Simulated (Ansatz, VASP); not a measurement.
PbSe in VASP and in Ansatz

Contents of INCAR:

```
PREC = Accurate ; ENCUT = 520
EDIFF = 1E-6 ; ISMEAR = -1
SIGMA = 0.01 ; LREAL = False
LASPH = True ; NELM = 60
ALGO = Normal ; ISIF = 2
LWAVE = False ; LCHARG = True
GGA = PE ; LELF = True
LVHAR = True ; NBANDS = 17
```

The input KPOINTS:

```
regular mesh
0
Gamma
  9 9 9
```

File POSCAR:

```
PbSe
1.0
    0.0000000000      3.0621500000      3.0621500000
    3.0621500000      0.0000000000      3.0621500000
    3.0621500000      3.0621500000      0.0000000000
Pb Se
1 1
Direct
    0.0000000000      0.0000000000      0.0000000000
    0.5047136816      0.5047136816      0.5047136816
```

Input for Ansatz:

```yaml
crystal:
  lattice:
    - [0.0, 3.06215, 3.06215]
    - [3.06215, 0.0, 3.06215]
    - [3.06215, 3.06215, 0.0]
  atoms:
    - { symbol: Pb, position: [0.0, 0.0, 0.0] }
    - { symbol: Se, position: [0.5047136816, 0.5047136816, 0.5047136816] }
kpoints:
  mp_grid: { grid: [9, 9, 9] }
scf:
  occupations: { method: fermi_dirac, width: 0.01 }
hamiltonian:
  xc: pbe
  pseudopotentials: { kind: all_electron, lapw: { basis_error: 0.00025 } }
output:
  forces: true
  stress: true
  eigenvalues: true
```

Alike in both runs: task single point; functional PBE; k mesh 9 × 9 × 9; occupations fermi-dirac, width 0.01 eV; no spin polarisation.

```csv
,VASP,Ansatz
version,VASP 6.6.1,Ansatz 0.2.0
potentials or method,"VASP PAW PBE potentials, release 64 (Pb_d, Se), cutoff 520 eV","all-electron LAPW, scalar-relativistic"
```

```csv
,VASP,Ansatz,Ansatz less VASP
pressure (GPa),2.3,2.4,+0.02
rms of the force components (eV/Å),0.020,0.019,-0.0006
```

Atom by atom the forces differ by 0.001 eV/Å (rms over components). Ansatz ran all-electron here, and VASP with PAW potentials.

Neither program's run includes spin-orbit coupling.
